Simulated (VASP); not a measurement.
ZnSn4N:

```
CELL_PARAMETERS angstrom
0.00000 4.06491 4.06491
4.06491 0.00000 4.06491
4.06491 4.06491 0.00000
ATOMIC_POSITIONS crystal
Zn 0.75000 0.75000 0.75000
Sn 0.87509 0.37497 0.37497
Sn 0.37497 0.37497 0.37497
Sn 0.37497 0.87509 0.37497
Sn 0.37497 0.37497 0.87509
N 0.00000 0.00000 0.00000
```

The cell was built from a structure type or drawn by symmetry, and may not be a known phase.

| Item | Value |
| --- | --- |
| Program | VASP 6.6.1 |
| Task | relaxation of cell and atoms |
| Functional | PBE |
| Potentials or basis | VASP PAW PBE potentials, release 64 (Zn, Sn_d, N) |
| Cutoff | 600 eV |
| k mesh | 4 × 4 × 4 |
| Occupations | gaussian, width 0.1 eV |
| Spin | no spin polarisation |

At the start: pressure 8.7 GPa; volume 22.39 Å³/atom.

How do energy, volume and symmetry change on relaxing?

Over 3 steps the energy falls by 82.8 meV/atom and the volume is 25.91 Å³/atom (+15.7 %); space group F-43m (No. 216, to 0.1 Å) before and after.

The path:
| step | energy change (eV) | largest force (eV/Å) | pressure (GPa) | volume (Å³) |
| --- | --- | --- | --- | --- |
| 1 | 0.0000 | 0.0710 | 8.69 | 134.33 |
| 2 | -0.4866 | 0.0332 | -0.88 | 159.34 |
| 3 | -0.4970 | 0.0239 | 0.06 | 155.46 |

Final structure:
```xyz
6
Lattice="0.0000 4.2677 4.2677 4.2677 0.0000 4.2677 4.2677 4.2677 0.0000" Properties=species:S:1:pos:R:3 pbc="T T T"
Zn    6.4016    6.4016    6.4016
Sn    3.1988    5.3367    5.3367
Sn    3.1988    3.1988    3.1988
Sn    5.3367    3.1988    5.3367
Sn    5.3367    5.3367    3.1988
N     0.0000    0.0000    0.0000
```

Caveat: the volume moved by over 15 % at a fixed basis, so the end points are rough.
